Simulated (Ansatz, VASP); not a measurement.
# One calculation of BeTe, two programs

The input INCAR:

```
SYSTEM = BeTe
  PREC = Accurate
  ENCUT = 520
  EDIFF = 1E-7
  ISMEAR = 0
  SIGMA = 0.02
  LREAL = .FALSE.
  LASPH = .TRUE.
  NELM = 80
  ALGO = Normal
  ISIF = 2
  LWAVE = .FALSE.
  LCHARG = .FALSE.
  GGA = PE
  NBANDS = 11
```

The input KPOINTS:

```
Automatic mesh
0
G
  8 8 8
  0 0 0
```

POSCAR

```
BeTe
1.0
    0.0000000000      2.7700000000      2.7700000000
    2.7700000000      0.0000000000      2.7700000000
    2.7700000000      2.7700000000      0.0000000000
Te Be
1 1
Direct
    0.7500000000      0.7500000000      0.7500000000
    0.0000000000      0.0000000000      0.0000000000
```

The input input.yaml:

```yaml
crystal:
  lattice:
    - [0.0, 2.77, 2.77]
    - [2.77, 0.0, 2.77]
    - [2.77, 2.77, 0.0]
  atoms:
    - { symbol: Te, position: [0.75, 0.75, 0.75] }
    - { symbol: Be, position: [0.0, 0.0, 0.0] }
kpoints:
  mp_grid: { grid: [8, 8, 8] }
scf:
  occupations: { method: gaussian, width: 0.02 }
hamiltonian:
  xc: pbe
  pseudopotentials: { kind: all_electron, lapw: { basis_error: 0.001 } }
output:
  forces: true
  stress: true
  eigenvalues: true
```

Alike in both runs: task single point; functional PBE; k mesh 8 × 8 × 8; occupations gaussian, width 0.02 eV; no spin polarisation.

|  | VASP | Ansatz |
| --- | --- | --- |
| version | VASP 6.6.1 | Ansatz 0.2.0 |
| potentials or method | VASP PAW PBE potentials, release 64 (Te, Be), cutoff 520 eV | all-electron LAPW, scalar-relativistic |

```tsv
	VASP	Ansatz	Ansatz less VASP
gap on the k mesh at the Fermi level (eV)	1.85	1.86	+0.015
least direct gap on the mesh (eV)	3.56	3.59	+0.022
pressure (GPa)	4.5	4.3	-0.18
```

Ansatz ran all-electron here, and VASP with PAW potentials.

Spin-orbit coupling is off throughout.
